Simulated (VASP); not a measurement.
# Fe (P6_3/mmc) in VASP: further runs

Runs on Fe. Level: BLYP. Tasks: single point.

Program: VASP 6.6.1. These are calculated values, not measurements. Logs are shortened: lines on timing, memory, paths and dates and some standing lists are left out, and cuts for length are marked.

## 1. The cell of the first run

Symmetry: P6_3/mmc, No. 194, hexagonal system. The conventional cell has a = 2.486 Å, b = 2.486 Å, c = 8.146 Å, α = 90.00°, β = 90.00°, γ = 120.00°. Within 3.3 Å of Fe (site symmetry -3m) lie 12 Fe at 2.49 Å. Fe (site symmetry -6m2) has 12 Fe at 2.49 Å within 3.3 Å.

This isn't the form of Fe at room conditions, which is bcc.

## 2. Single point, BLYP, collinear spin, antiferromagnetic start

INCAR

```
SYSTEM = Fe
  PREC = Accurate
  ENCUT = 520
  EDIFF = 1E-7
  ISMEAR = -1
  SIGMA = 0.05
  LREAL = .FALSE.
  LASPH = .TRUE.
  NELM = 150
  ALGO = Normal
  ISIF = 2
  LWAVE = .FALSE.
  LCHARG = .FALSE.
  ISPIN = 2
  MAGMOM = 2.5 2.5 -2.5 -2.5
  LORBIT = 11
  LMAXMIX = 4
  GGA = B5
  ALDAX = 1.0
  AGGAX = 1.0
  AGGAC = 1.0
  ALDAC = 0.0
  NBANDS = 28
```

KPOINTS

```
regular mesh
0
G
  14 14 4
  0 0 0
```

POSCAR

```
Fe
1.0
    2.4858264544      0.0000000000      0.0000000000
   -1.2429132272      2.1527888589      0.0000000000
    0.0000000000      0.0000000000      8.1459301927
Fe
4
Direct
    0.0000000000      0.0000000000      0.0000000000
    0.0000000000      0.0000000000      0.5000000000
    0.3333333333      0.6666666667      0.2500000000
    0.6666666667      0.3333333333      0.7500000000
```

Potentials or basis: VASP PAW PBE potentials, release 64 (Fe).

On the command line:

```
$ cat potpaw_PBE.64/Fe/POTCAR > POTCAR
$ mpirun -np 1 vasp_std > vasp.out
```

OUTCAR:

```text
SYSTEM = Fe
   PREC = Accurate
   ENCUT = 520
   EDIFF = 1E-7
   ISMEAR = -1
   LREAL = .FALSE.
   LASPH = .TRUE.
   NELM = 150
   ISIF = 2
   ISPIN = 2
   LORBIT = 11
   GGA = B5

 ion  position               nearest neighbor table
   1  0.000  0.000  0.000-   3 2.49   4 2.49   3 2.49   4 2.49   4 2.49   3 2.49
   2  0.000  0.000  0.500-   3 2.49   4 2.49   3 2.49   4 2.49   4 2.49   3 2.49
   3  0.333  0.667  0.250-   1 2.49   2 2.49   1 2.49   2 2.49   1 2.49   2 2.49
   4  0.667  0.333  0.750-   1 2.49   2 2.49   1 2.49   2 2.49   1 2.49   2 2.49

  LATTYP: Found a hexagonal cell.
 ALAT       =     2.4858264544
 C/A-ratio  =     3.2769504799

  Lattice vectors:

 A1 = (   2.4858264544,   0.0000000000,   0.0000000000)
 A2 = (  -1.2429132272,   2.1527888589,   0.0000000000)
 A3 = (   0.0000000000,   0.0000000000,   8.1459301927)

Analysis of symmetry for initial positions (statically):
=====================================================================
 Subroutine PRICEL returns:
 Original cell was already a primitive cell.

 Routine SETGRP: Setting up the symmetry group for a
 hexagonal supercell.

 Subroutine GETGRP returns: Found 24 space group operations
 (whereof 12 operations were pure point group operations)
 out of a pool of 24 trial point group operations.

The static configuration has the point symmetry D_3d.
 The point group associated with its full space group is D_6h.

Analysis of symmetry for dynamics (positions and initial velocities):
=====================================================================
 Subroutine PRICEL returns:
 Original cell was already a primitive cell.

 Routine SETGRP: Setting up the symmetry group for a
 hexagonal supercell.

 Subroutine GETGRP returns: Found 24 space group operations
 (whereof 12 operations were pure point group operations)
 out of a pool of 24 trial point group operations.

The dynamic configuration has the point symmetry D_3d.
 The point group associated with its full space group is D_6h.

Analysis of structural, dynamic, and magnetic symmetry:
=====================================================================
 Subroutine PRICEL returns:
 Original cell was already a primitive cell.

 Routine SETGRP: Setting up the symmetry group for a
 hexagonal supercell.

 Subroutine GETGRP returns: Found 24 space group operations
 (whereof 12 operations were pure point group operations)
 out of a pool of 24 trial point group operations.

The overall configuration has the point symmetry D_3d.
 The point group associated with its full space group is D_6h.

 Subroutine INISYM returns: Found 24 space group operations
 (whereof 12 operations are pure point group operations),
 and found     1 'primitive' translations

----------------------------------------------------------------------------------------

                                     Primitive cell

  volume of cell :      43.5926

  direct lattice vectors                    reciprocal lattice vectors
     2.485826454  0.000000000  0.000000000     0.402280698  0.232256869  0.000000000
    -1.242913227  2.152788859  0.000000000     0.000000000  0.464513738  0.000000000
     0.000000000  0.000000000  8.145930193     0.000000000  0.000000000  0.122760689

  length of vectors
     2.485826454  2.485826454  8.145930193     0.464513738  0.464513738  0.122760689

  position of ions in fractional coordinates (direct lattice)
     0.000000000  0.000000000  0.000000000
     0.000000000  0.000000000  0.500000000
     0.333333333  0.666666667  0.250000000
     0.666666667  0.333333333  0.750000000

  ion indices of the primitive-cell ions
   primitive index   ion index
                 1           1
                 2           2
                 3           3
                 4           4

----------------------------------------------------------------------------------------

 KPOINTS: regular mesh

Automatic generation of k-mesh.
 Grid dimensions read from file:
 generate k-points for:   14   14    4

 Generating k-lattice:

  Cartesian coordinates                     Fractional coordinates (reciprocal lattice)
     0.028734336  0.016589776  0.000000000     0.071428571  0.000000000  0.000000000
     0.000000000  0.033179553  0.000000000     0.000000000  0.071428571  0.000000000
     0.000000000  0.000000000  0.030690172     0.000000000  0.000000000  0.250000000

  Length of vectors
     0.033179553  0.033179553  0.030690172

  Shift w.r.t. Gamma in fractional coordinates (k-lattice)
     0.000000000  0.000000000  0.000000000

 Subroutine IBZKPT returns following result:
 ===========================================

 Found     72 irreducible k-points:

 Following reciprocal coordinates:
            Coordinates               Weight
  0.000000  0.000000  0.000000      1.000000
  0.071429  0.000000  0.000000      6.000000
  0.142857 -0.000000  0.000000      6.000000
  0.214286  0.000000  0.000000      6.000000
  0.285714  0.000000  0.000000      6.000000
  0.357143  0.000000  0.000000      6.000000
[... 16 lines left out ...]
  0.285714  0.285714  0.000000      6.000000
  0.357143  0.285714  0.000000      6.000000
 [... further k-points ...]
   k-points           NKPTS =     72   k-points in BZ     NKDIM =     72   number of bands    NBANDS=     28
   number of dos      NEDOS =    301   number of ions     NIONS =      4
   total plane-waves  NPLWV =  20736
   dimension x,y,z NGX =    18 NGY =   18 NGZ =   64
   dimension x,y,z NGXF=    36 NGYF=   36 NGZF=  128
   ions per type =               4
   NGX,Y,Z   is equivalent  to a cutoff of  12.04, 12.04, 13.06 a.u.
   NGXF,Y,Z  is equivalent  to a cutoff of  24.08, 24.08, 26.12 a.u.
 SYSTEM =  Fe
   PREC   = accura    normal or accurate (medium, high low for compatibility)
   ISTART =      0    job   : 0-new  1-cont  2-samecut
   ICHARG =      2    charge: 1-file 2-atom 10-const
   ISPIN  =      2    spin polarized calculation?
   LNONCOLLINEAR =      F non collinear calculations
   LSORBIT =      F    spin-orbit coupling
   LASPH  =      T    aspherical Exc in radial PAW
   ENCUT  =  520.0 eV  38.22 Ry    6.18 a.u.   4.62  4.62 15.15*2*pi/ulx,y,z
   NELM   =    150;   NELMIN=  2; NELMDL= -5     # of ELM steps
   EDIFF  = 0.1E-06   stopping-criterion for ELM
   LREAL  =      F    real-space projection
   EDIFFG = 0.1E-05   stopping-criterion for IOM
   NSW    =      0    number of steps for IOM
   IBRION =     -1    ionic relax: 0-MD 1-quasi-New 2-CG
   NFREE  =      0    steps in history (QN), initial steepest desc. (CG)
   ISIF   =      2    stress and relaxation
   ISYM   =      2    0-nonsym 1-usesym 2-fastsym
   POTIM  = 0.5000    time-step for ionic-motion
   TEBEG  =    0.0;   TEEND  =   0.0 temperature during run
   PSTRESS=    0.0 pullay stress
   NELECT =      32.0000    total number of electrons
   NUPDOWN=      -1.0000    fix difference up-down
   EMIN   =  10.00;   EMAX   =-10.00  energy-range for DOS
   EFERMI =   0.00;   METHOD = LEGACY
   ISMEAR =    -1;   SIGMA  =   0.05  broadening in eV -4-tet -1-fermi 0-gaus
   EFERMI_NEDOS =   21; number of points for ismear=-14 and -15
   IALGO  =     38    algorithm
   IMIX   =      4    mixing-type and parameters
     AMIX     =   0.40;   BMIX     =  1.00
     AMIX_MAG =   1.60;   BMIX_MAG =  1.00
  volume/ion in A,a.u.               =      10.90        73.54
  Fermi-wavevector in a.u.,A,eV,Ry     =   1.476796  2.790740 29.673306  2.180927
  Thomas-Fermi vector in A             =   2.591279
   LORBIT       =     11    0 simple, 1 ext, 2 COOP (PROOUT), +10 PAW based schemes
   GGA     = B5    functional components
   LHFCALC =     F    Hartree Fock is set to
   AEXX    =    0.0000 exact exchange contribution
   IVDW    =     0    specifies the selected vdW correction
   LEPSILON=     F    determine dielectric tensor
   LRPA    =     F    only Hartree local field effects (RPA)
 spin polarized calculation
  energy-cutoff  :      520.00
  volume of cell :       43.59
 maximum number of plane-waves:      1194
   NGX =  9   NGY =  9   NGZ = 31

 number of electron      32.0000000 magnetization       0.0000000

 number of electron      31.9999987 magnetization      -1.3292459

 Free energy of the ion-electron system (eV)
  ---------------------------------------------------
  ext. energy  EPLUGINS =         0.00000000
  ---------------------------------------------------
  free energy    TOTEN  =       -28.09270505 eV

  energy without entropy =      -28.04119042  energy(sigma->0) =      -28.06694773

 E-fermi :   6.7394     XC(G=0): -12.7652

 val. band max:        6.7390376617   @ k =   0.2857   0.2857   0.0000
 cond. band min:       6.7409768827   @ k =   0.2143   0.0714   0.5000
 fundamental gap:      0.0019392210
 Fermi energy:         6.7393627655

 spin component 1

 k-point     1 :       0.0000    0.0000    0.0000
  band No.  band energies     occupation
      1      -1.6628      1.00000
      2       0.5271      1.00000
      3       0.6151      1.00000
      4       2.2152      1.00000
      5       4.5129      1.00000
      6       5.0164      1.00000
[... 20 lines left out ...]
     27      22.4286      0.00000
[... 691 lines left out ...]
      6       3.7972      1.00000
[... 20 lines left out ...]
     27      16.0104      0.00000
     28      17.1337      0.00000

 [... further k-points ...]

 spin component 2

 k-point     1 :       0.0000    0.0000    0.0000
  band No.  band energies     occupation
      1      -1.6961      1.00000
      2       0.4487      1.00000
      3       0.6021      1.00000
      4       2.0544      1.00000
      5       4.2372      1.00000
      6       4.6856      1.00000
[... 20 lines left out ...]
     27      22.3569      0.00000
[... 691 lines left out ...]
      6       3.6655      1.00000
[... 20 lines left out ...]
     27      15.8101      0.00000
     28      16.8888      0.00000

 [... further k-points ...]

------------------------ aborting loop because EDIFF is reached ----------------------------------------

  FORCE on cell =-STRESS in cart. coord.  units (eV):
  Direction    XX          YY          ZZ          XY          YZ          ZX
  --------------------------------------------------------------------------------------
  -------------------------------------------------------------------------------------
  Total        0.0419325      0.0419325      0.0690414      0.0000000      0.0000000      0.0000000
  in kB        1.5411640      1.5411640      2.5375078      0.0000000      0.0000000      0.0000000
  external PRESSURE =       1.8732786 kB  Pullay stress =       0.0000000 kB

 VOLUME and BASIS-vectors are now :
 -----------------------------------------------------------------------------
  energy-cutoff  :      520.00
  volume of cell :       43.59
      direct lattice vectors                 reciprocal lattice vectors
     2.485826454  0.000000000  0.000000000     0.402280698  0.232256869  0.000000000
    -1.242913227  2.152788859  0.000000000     0.000000000  0.464513738  0.000000000
     0.000000000  0.000000000  8.145930193     0.000000000  0.000000000  0.122760689

 POSITION                                       TOTAL-FORCE (eV/Angst)
 -----------------------------------------------------------------------------------
      0.00000      0.00000      0.00000         0.000000      0.000000     -0.000000
      0.00000      0.00000      4.07297         0.000000      0.000000     -0.000000
     -0.00000      1.43519      2.03648        -0.000000     -0.000000      0.000000
      1.24291      0.71760      6.10945         0.000000     -0.000000     -0.000000
 -----------------------------------------------------------------------------------
    total drift:                                0.000000     -0.000000      0.000000

  FREE ENERGIE OF THE ION-ELECTRON SYSTEM (eV)
  ---------------------------------------------------
  free  energy   TOTEN  =       -28.0927050490 eV

  energy  without entropy=      -28.0411904172  energy(sigma->0) =      -28.06694773

 total charge

# of ion       s       p       d       tot
------------------------------------------
    1        0.506   0.552   6.337   7.395
    2        0.506   0.552   6.337   7.395
    3        0.505   0.558   6.317   7.381
    4        0.505   0.558   6.317   7.381
--------------------------------------------------
tot          2.022   2.221  25.308  29.552

 magnetization (x)

# of ion       s       p       d       tot
------------------------------------------
    1        0.006   0.015   0.619   0.641
    2        0.006   0.015   0.619   0.641
    3       -0.001  -0.003  -1.294  -1.298
    4       -0.001  -0.003  -1.294  -1.298
--------------------------------------------------
tot          0.011   0.024  -1.349  -1.314
```

Run time: 2.6 min. Hardware: 1 thread of Intel Xeon 6975P-C (Granite Rapids), shared host; peak memory 0.24 GiB.

What came out:

```
Free energy                                           : -28.0927 eV
Pressure                                              : 0.2 GPa
Net moment                                            : -1.33 μB per cell
Site moments                                          : Fe +0.64, -1.30 (each value once) μB
Valence electrons inside the program's atomic spheres : Fe 7.39, 7.38 (each value once)
```

Caveat: the antiferromagnetic order is the one typed at the start, and another may lie lower; the PAW data sets were made with another functional, which shifts forces and pressure a little.

[end of part 1 of 2]
